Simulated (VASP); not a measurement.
# Ta (Im-3m) in VASP: further runs

Ta is run at these levels: LDA; tasks: single point.

Everything below comes from runs of VASP 6.6.1. Logs are shortened: lines on timing, memory, paths and dates and some standing lists are left out, and cuts for length are marked.

## (1) The cell of the first run

The structure is cubic, space group Im-3m (No. 229). Conventional cell: a = 3.303 Å, b = 3.303 Å, c = 3.303 Å, α = 90.00°, β = 90.00°, γ = 90.00°. Ta (site symmetry m-3m) has 14 Ta at 2.86 to 3.30 Å within 3.8 Å.

## (2) Single point, LDA

File INCAR:

```
ALGO = Fast
EDIFF = 1E-6
ENCUT = 520
GGA = CA
ISIF = 2
ISMEAR = 0
LASPH = T
LCHARG = T
LELF = T
LREAL = F
LVHAR = T
LWAVE = F
NBANDS = 12
NELM = 100
PREC = Accurate
SIGMA = 0.15
```

File KPOINTS:

```
k-points
0
Gamma
  20 20 20
```

File POSCAR:

```
Ta
1.0
   -1.6512800000      1.6512800000      1.6512800000
    1.6512800000     -1.6512800000      1.6512800000
    1.6512800000      1.6512800000     -1.6512800000
Ta
1
Direct
    0.0000000000      0.0000000000      0.0000000000
```

Potentials or basis: VASP PAW LDA potentials, release 64 (Ta_pv).

On the command line:

```console
> cat potpaw_LDA.64/Ta_pv/POTCAR > POTCAR
> mpirun -np 1 vasp_std > vasp.out
```

OUTCAR:

```text
EDIFF = 1E-6
   ENCUT = 520
   GGA = CA
   ISIF = 2
   ISMEAR = 0
   LASPH = T
   LREAL = F
   NELM = 100
   PREC = Accurate

 ion  position               nearest neighbor table
   1  0.000  0.000  0.000-

  LATTYP: Found a body centered cubic cell.
 ALAT       =     3.3025600000

  Lattice vectors:

 A1 = (  -1.6512800000,   1.6512800000,   1.6512800000)
 A2 = (   1.6512800000,  -1.6512800000,   1.6512800000)
 A3 = (   1.6512800000,   1.6512800000,  -1.6512800000)

Analysis of symmetry for initial positions (statically):
=====================================================================
 Subroutine PRICEL returns:
 Original cell was already a primitive cell.

 Routine SETGRP: Setting up the symmetry group for a
 body centered cubic supercell.

 Subroutine GETGRP returns: Found 48 space group operations
 (whereof 48 operations were pure point group operations)
 out of a pool of 48 trial point group operations.

The static configuration has the point symmetry O_h .

Analysis of symmetry for dynamics (positions and initial velocities):
=====================================================================
 Subroutine PRICEL returns:
 Original cell was already a primitive cell.

 Routine SETGRP: Setting up the symmetry group for a
 body centered cubic supercell.

 Subroutine GETGRP returns: Found 48 space group operations
 (whereof 48 operations were pure point group operations)
 out of a pool of 48 trial point group operations.

The dynamic configuration has the point symmetry O_h .

 Subroutine INISYM returns: Found 48 space group operations
 (whereof 48 operations are pure point group operations),
 and found     1 'primitive' translations

----------------------------------------------------------------------------------------

                                     Primitive cell

  volume of cell :      18.0104

  direct lattice vectors                    reciprocal lattice vectors
    -1.651280000  1.651280000  1.651280000     0.000000000  0.302795407  0.302795407
     1.651280000 -1.651280000  1.651280000     0.302795407  0.000000000  0.302795407
     1.651280000  1.651280000 -1.651280000     0.302795407  0.302795407  0.000000000

  length of vectors
     2.860100858  2.860100858  2.860100858     0.428217371  0.428217371  0.428217371

  position of ions in fractional coordinates (direct lattice)
     0.000000000  0.000000000  0.000000000

  ion indices of the primitive-cell ions
   primitive index   ion index
                 1           1

----------------------------------------------------------------------------------------

 KPOINTS: k-points

Automatic generation of k-mesh.
 Grid dimensions read from file:
 generate k-points for:   20   20   20

 Generating k-lattice:

  Cartesian coordinates                     Fractional coordinates (reciprocal lattice)
     0.000000000  0.015139770  0.015139770     0.050000000  0.000000000  0.000000000
     0.015139770  0.000000000  0.015139770     0.000000000  0.050000000  0.000000000
     0.015139770  0.015139770  0.000000000     0.000000000  0.000000000  0.050000000

  Length of vectors
     0.021410869  0.021410869  0.021410869

  Shift w.r.t. Gamma in fractional coordinates (k-lattice)
     0.000000000  0.000000000  0.000000000

 Subroutine IBZKPT returns following result:
 ===========================================

 Found    256 irreducible k-points:

 Following reciprocal coordinates:
            Coordinates               Weight
  0.000000  0.000000  0.000000      1.000000
  0.050000  0.000000  0.000000     12.000000
  0.100000  0.000000  0.000000     12.000000
  0.150000  0.000000  0.000000     12.000000
  0.200000  0.000000  0.000000     12.000000
  0.250000  0.000000  0.000000     12.000000
[... 16 lines left out ...]
  0.200000  0.100000  0.000000     48.000000
  0.250000  0.100000  0.000000     48.000000
 [... further k-points ...]
   k-points           NKPTS =    256   k-points in BZ     NKDIM =    256   number of bands    NBANDS=     12
   number of dos      NEDOS =    301   number of ions     NIONS =      1
   total plane-waves  NPLWV =  13824
   dimension x,y,z NGX =    24 NGY =   24 NGZ =   24
   dimension x,y,z NGXF=    48 NGYF=   48 NGZF=   48
   ions per type =               1
   NGX,Y,Z   is equivalent  to a cutoff of  13.95, 13.95, 13.95 a.u.
   NGXF,Y,Z  is equivalent  to a cutoff of  27.90, 27.90, 27.90 a.u.
 SYSTEM =  unknown system
   PREC   = accura    normal or accurate (medium, high low for compatibility)
   ISTART =      0    job   : 0-new  1-cont  2-samecut
   ICHARG =      2    charge: 1-file 2-atom 10-const
   ISPIN  =      1    spin polarized calculation?
   LNONCOLLINEAR =      F non collinear calculations
   LSORBIT =      F    spin-orbit coupling
   LASPH  =      T    aspherical Exc in radial PAW
   ENCUT  =  520.0 eV  38.22 Ry    6.18 a.u.   5.32  5.32  5.32*2*pi/ulx,y,z
   NELM   =    100;   NELMIN=  2; NELMDL= -5     # of ELM steps
   EDIFF  = 0.1E-05   stopping-criterion for ELM
   LREAL  =      F    real-space projection
   EDIFFG = 0.1E-04   stopping-criterion for IOM
   NSW    =      0    number of steps for IOM
   IBRION =     -1    ionic relax: 0-MD 1-quasi-New 2-CG
   NFREE  =      0    steps in history (QN), initial steepest desc. (CG)
   ISIF   =      2    stress and relaxation
   ISYM   =      2    0-nonsym 1-usesym 2-fastsym
   POTIM  = 0.5000    time-step for ionic-motion
   TEBEG  =    0.0;   TEEND  =   0.0 temperature during run
   PSTRESS=    0.0 pullay stress
   NELECT =      11.0000    total number of electrons
   NUPDOWN=      -1.0000    fix difference up-down
   EMIN   =  10.00;   EMAX   =-10.00  energy-range for DOS
   EFERMI =   0.00;   METHOD = LEGACY
   ISMEAR =     0;   SIGMA  =   0.15  broadening in eV -4-tet -1-fermi 0-gaus
   EFERMI_NEDOS =   21; number of points for ismear=-14 and -15
   IALGO  =     68    algorithm
   IMIX   =      4    mixing-type and parameters
     AMIX     =   0.40;   BMIX     =  1.00
     AMIX_MAG =   1.60;   BMIX_MAG =  1.00
  volume/ion in A,a.u.               =      18.01       121.54
  Fermi-wavevector in a.u.,A,eV,Ry     =   1.388988  2.624806 26.249534  1.929286
  Thomas-Fermi vector in A             =   2.513061
   LORBIT       =      0    0 simple, 1 ext, 2 COOP (PROOUT), +10 PAW based schemes
   GGA     = CA    functional components
   LHFCALC =     F    Hartree Fock is set to
   AEXX    =    0.0000 exact exchange contribution
   IVDW    =     0    specifies the selected vdW correction
   LEPSILON=     F    determine dielectric tensor
   LRPA    =     F    only Hartree local field effects (RPA)
 non-spin polarized calculation
 RMM-DIIS sequential band-by-band and
 Gauss-broadening in eV      SIGMA  =   0.15
  energy-cutoff  :      520.00
  volume of cell :       18.01
 maximum number of plane-waves:       498
 NGX is ok and might be reduce to    24
   NGX = 11   NGY = 11   NGZ = 11

 number of electron      11.0000002 magnetization

 Free energy of the ion-electron system (eV)
  ---------------------------------------------------
  ext. energy  EPLUGINS =         0.00000000
  ---------------------------------------------------
  free energy    TOTEN  =       -12.81600966 eV

  energy without entropy =      -12.80116559  energy(sigma->0) =      -12.80858763

 E-fermi :   5.3893     XC(G=0): -12.7967

 val. band max:        5.3845865317   @ k =  -0.3000   0.3000   0.1500
 cond. band min:       5.3936831971   @ k =   0.3500   0.1500   0.1500
 fundamental gap:      0.0090966653
 Fermi energy:         5.3892563504

 k-point     1 :       0.0000    0.0000    0.0000
  band No.  band energies     occupation
      1     -27.5026      2.00000
      2     -27.5026      2.00000
      3     -27.5026      2.00000
      4      -2.4425      2.00000
      5       6.0686      0.00000
      6       6.0686      0.00000
      7       6.0686      0.00000
      8       9.3260      0.00000
      9       9.3260      0.00000
     10      20.4772      0.00000
     11      20.4773      0.00000
     12      20.4773      0.00000

 k-point     2 :       0.0500    0.0000    0.0000
  band No.  band energies     occupation
      1     -27.5346      2.00000
      2     -27.5124      2.00000
      3     -27.5028      2.00000
      4      -2.3295      2.00000
      5       5.9958      0.00000
      6       6.0498      0.00000
      7       6.1785      0.00000
      8       9.2050      0.00000
      9       9.3261      0.00000
     10      20.5795      0.00000
     11      20.6738      0.00000
     12      20.7758      0.00000

 k-point     3 :       0.1000    0.0000    0.0000
  band No.  band energies     occupation
      1     -27.6266      2.00000
      2     -27.5408      2.00000
      3     -27.5033      2.00000
      4      -2.0002      2.00000
      5       5.7921      0.00015
      6       5.9729      0.00000
      7       6.5058      0.00000
      8       8.9323      0.00000
      9       9.3319      0.00000
     10      20.8472      0.00000
     11      21.2475      0.00000
     12      21.5262      0.00000

 k-point     4 :       0.1500    0.0000    0.0000
  band No.  band energies     occupation
      1     -27.7672      2.00000
      2     -27.5847      2.00000
      3     -27.5041      2.00000
      4      -1.4844      2.00000
      5       5.4946      0.32053
      6       5.7968      0.00012
      7       7.0422      0.00000
      8       8.6980      0.00000
      9       9.3558      0.00000
     10      19.0827      0.00000
     11      21.1373      0.00000
     12      22.1575      0.00000

 k-point     5 :       0.2000    0.0000    0.0000
  band No.  band energies     occupation
      1     -27.9403      2.00000
      2     -27.6396      2.00000
      3     -27.5051      2.00000
      4      -0.8375      2.00000
      5       5.1483      1.97687
      6       5.5326      0.17669
      7       7.7730      0.00000
      8       8.6359      0.00000
      9       9.4128      0.00000
     10      19.0819      0.00000
     11      21.1541      0.00000
     12      22.9126      0.00000
[... 228 lines left out ...]
      1     -27.8426      2.00000
      2     -27.5839      2.00000
      3     -27.5327      2.00000
      4      -1.1857      2.00000
      5       5.4388      0.64017
      6       5.5388      0.15863
      7       7.4299      0.00000
      8       8.4688      0.00000
      9       9.5153      0.00000
     10      19.0824      0.00000
     11      21.4700      0.00000
     12      22.3077      0.00000

 k-point    22 :       0.1500    0.1000    0.0000
  band No.  band energies     occupation
      1     -27.9970      2.00000
      2     -27.6369      2.00000
      3     -27.5419      2.00000
      4      -0.5522      2.00000
      5       5.1271      1.98657
      6       5.2589      1.78086
      7       8.1857      0.00000
      8       8.3690      0.00000
      9       9.6631      0.00000
     10      19.0816      0.00000
     11      21.6384      0.00000
     12      22.3828      0.00000

 k-point    23 :       0.2000    0.1000    0.0000
  band No.  band energies     occupation
      1     -28.1615      2.00000
      2     -27.7034      2.00000
      3     -27.5464      2.00000
      4       0.1353      2.00000
      5       4.7803      2.00000
      6       5.0339      1.99919
      7       8.4228      0.00000
      8       9.1292      0.00000
      9       9.8113      0.00000
     10      19.0797      0.00000
     11      20.8393      0.00000
     12      22.2074      0.00000

 k-point    24 :       0.2500    0.1000    0.0000
  band No.  band energies     occupation
      1     -28.3207      2.00000
      2     -27.7720      2.00000
      3     -27.5494      2.00000
      4       0.7501      2.00000
      5       4.4687      2.00000
      6       4.9787      1.99989
      7       8.6285      0.00000
      8       9.9409      0.00000
      9      10.1873      0.00000
     10      19.0719      0.00000
     11      19.7698      0.00000
     12      21.2139      0.00000

 [... further k-points ...]

------------------------ aborting loop because EDIFF is reached ----------------------------------------

  FORCE on cell =-STRESS in cart. coord.  units (eV):
  Direction    XX          YY          ZZ          XY          YZ          ZX
  --------------------------------------------------------------------------------------
  -------------------------------------------------------------------------------------
  Total       -0.9174876     -0.9174876     -0.9174876      0.0000000     -0.0000000      0.0000000
  in kB      -81.6185009    -81.6185009    -81.6185009      0.0000000     -0.0000000      0.0000000
  external PRESSURE =     -81.6185009 kB  Pullay stress =       0.0000000 kB

 VOLUME and BASIS-vectors are now :
 -----------------------------------------------------------------------------
  energy-cutoff  :      520.00
  volume of cell :       18.01
      direct lattice vectors                 reciprocal lattice vectors
    -1.651280000  1.651280000  1.651280000     0.000000000  0.302795407  0.302795407
     1.651280000 -1.651280000  1.651280000     0.302795407  0.000000000  0.302795407
     1.651280000  1.651280000 -1.651280000     0.302795407  0.302795407  0.000000000

 POSITION                                       TOTAL-FORCE (eV/Angst)
 -----------------------------------------------------------------------------------
      0.00000      0.00000      0.00000         0.000000      0.000000      0.000000
 -----------------------------------------------------------------------------------
    total drift:                                0.000000      0.000000      0.000000

  FREE ENERGIE OF THE ION-ELECTRON SYSTEM (eV)
  ---------------------------------------------------
  free  energy   TOTEN  =       -12.8160096610 eV

  energy  without entropy=      -12.8011655905  energy(sigma->0) =      -12.80858763
```

It took 33 s on 1 thread of Intel Xeon Platinum 8259CL at 2.50GHz (Skylake/Cascade Lake), shared host; peak memory 0.16 GiB.

What came out:

```yaml
Free_energy: -12.8160 eV
Pressure: -8.2 GPa
```

Caveat: spin-orbit coupling is left out, which moves the levels of the heavy elements.

## (3) Single point, LDA

File INCAR:

```
SYSTEM = Ta
  ALGO = Normal
  EDIFF = 1E-6
  ENCUT = 520
  ISIF = 2
  ISMEAR = 0
  LASPH = .TRUE.
  LCHARG = .FALSE.
  LREAL = .FALSE.
  LWAVE = .FALSE.
  NBANDS = 12
  NELM = 60
  PREC = Accurate
  SIGMA = 0.15
```

File KPOINTS:

```
k-points
0
G
  22 22 22
  0 0 0
```

POSCAR is that of step 2.

Potentials or basis: VASP PAW LDA potentials, release 64 (Ta_pv).

On the command line:

```console
> cat potpaw_LDA.64/Ta_pv/POTCAR > POTCAR
> mpirun -np 1 vasp_std > vasp.out
```

Run time: 32 s. Hardware: 1 thread of Intel Xeon Platinum 8259CL at 2.50GHz (Skylake/Cascade Lake), shared host; peak memory 0.18 GiB.

It converged, with:

* Free energy: -12.8155 eV
* Pressure: -8.3 GPa

Levels at points of the mesh, in eV from the Fermi level:
```
           k point  band 3  band 4  band 5  band 6  band 7  band 8  band 9  band 10
(0.00, 0.00, 0.00)  -32.90   -7.84    0.67    0.67    0.67    3.93    3.93    13.69
(0.50, 0.00, 0.00)  -32.91   -4.37   -1.58    1.74    3.81    4.82    7.75    11.69
(0.50, 0.50, 0.50)  -33.73   -3.82   -3.82    6.78    6.78    6.78    8.75     8.75
```

Caveat: spin-orbit coupling is left out, which moves the levels of the heavy elements.
